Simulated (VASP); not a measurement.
A run of VASP 6.6.1:

The input INCAR:

```
PREC = Accurate
ENCUT = 600
EDIFF = 1E-7
ISMEAR = 0
SIGMA = 0.1
LREAL = F
LASPH = T
NELM = 60
ALGO = Normal
ISIF = 3
LWAVE = F
LCHARG = F
GGA = PE
IBRION = 2
NSW = 90
EDIFFG = -0.04
```

KPOINTS

```
Automatic mesh
0
Gamma
  6 6 2
```

The input POSCAR:

```
MgZn3O4
1.0
    3.2514586400      0.0000000000      0.0000000000
    0.0000000000      3.2514586400      0.0000000000
    0.0000000000      0.0000000000      9.1965138200
Mg Zn O
1 3 4
Direct
    0.0000000000      0.0000000000      0.0000000000
    0.5000000000      0.5000000000      0.2500000000
    0.0000000000      0.0000000000      0.5000000000
    0.5000000000      0.5000000000      0.7500000000
    0.0000000000      0.0000000000      0.2500000000
    0.5000000000      0.5000000000      0.5000000000
    0.0000000000      0.0000000000      0.7500000000
    0.5000000000      0.5000000000      0.0000000000
```

Potentials or basis: VASP PAW PBE potentials, release 64 (Mg, Zn, O).

The run is started by

```bash
$ cat potpaw_PBE.64/Mg/POTCAR potpaw_PBE.64/Zn/POTCAR potpaw_PBE.64/O/POTCAR > POTCAR
$ mpirun -np 1 vasp_std > vasp.out
```

Hardware: 1 thread of Intel(R) Xeon(R) 6975P-C (Granite Rapids), on a shared host.

Q: Estimate the wall time of this run.

A: Wall time 6.9 min on 1 thread of Intel(R) Xeon(R) 6975P-C (Granite Rapids), with other jobs on the host, peak memory 0.29 GiB. Counts: scf iterations 87, k points 20, ion steps 9.
